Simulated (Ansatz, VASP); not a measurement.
One calculation of Ta, two programs

```
Ta
1.0
    -1.65500    1.65500    1.65500
     1.65500   -1.65500    1.65500
     1.65500    1.65500   -1.65500
Ta
1
Direct
  0.00000 0.00000 0.00000
```

Alike in both runs: task relaxation of cell and atoms; functional PBE; k mesh 54 × 54 × 54; occupations gaussian, width 0.1 eV; no spin polarisation.

```csv
,VASP,Ansatz
version,VASP 6.6.1,Ansatz 0.2.0
potentials or method,"VASP PAW PBE potentials, release 64 (Ta_pv)","scalar-relativistic, plane waves, PAW"
plane-wave cutoff (eV),600,420
valence electrons in the cell,11,13
```

Ansatz gave:

```
gap on the k mesh at the Fermi level, each at its own relaxed structure (eV) : none
relaxed volume (Å³/atom)                                                     : 18.29
relaxed length of the cell vector where the two differ most in proportion (Å)              : 2.875
```

Task: What did VASP give for the same quantities?

Result: gap on the k mesh at the Fermi level, each at its own relaxed structure (eV): none; relaxed volume (Å³/atom): 18.30; relaxed length of the cell vector where the two differ most in proportion (Å): 2.875.

A gap of «none» marks a metal or a gap that the smearing closes. VASP's potentials hold 11 valence electrons a cell and Ansatz's 13, so a difference there can come from the potentials and not from the codes.

Spin-orbit coupling is off throughout.
